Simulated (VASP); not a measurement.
A run of VASP 6.6.1:

INCAR

```
ALGO = Normal ; EDIFF = 1E-6
ENCUT = 500 ; GGA = PE
GGA_COMPAT = False ; ISIF = 2
ISMEAR = 0 ; LASPH = True
LCHARG = True ; LELF = True
LREAL = False ; LVHAR = True
LWAVE = False ; NBANDS = 21
NELM = 120 ; PREC = Accurate
SIGMA = 0.15
```

KPOINTS

```
k-points
0
Gamma
  14 14 14
```

Contents of POSCAR:

```
Ge
1.0
    0.0000000000      2.7156192000      2.7156192000
    2.7156192000      0.0000000000      2.7156192000
    2.7156192000      2.7156192000      0.0000000000
Ge
2
Direct
    0.5000000000      0.5000000000      0.5000000000
    0.7500000000      0.7500000000      0.7500000000
```

Potentials or basis: VASP PAW PBE potentials, release 64 (Ge_d).

Run with:

```sh
$ cat potpaw_PBE.64/Ge_d/POTCAR > POTCAR
$ mpirun -np 1 vasp_std > vasp.out
```

Hardware: 1 thread of Intel(R) Xeon(R) 6975P-C (Granite Rapids) (shared host).

How long does it take, and how much memory?

It took 36 s on 1 thread of Intel(R) Xeon(R) 6975P-C (Granite Rapids) (shared host), peak memory 0.19 GiB. Counts: scf iterations 12, k points 104.
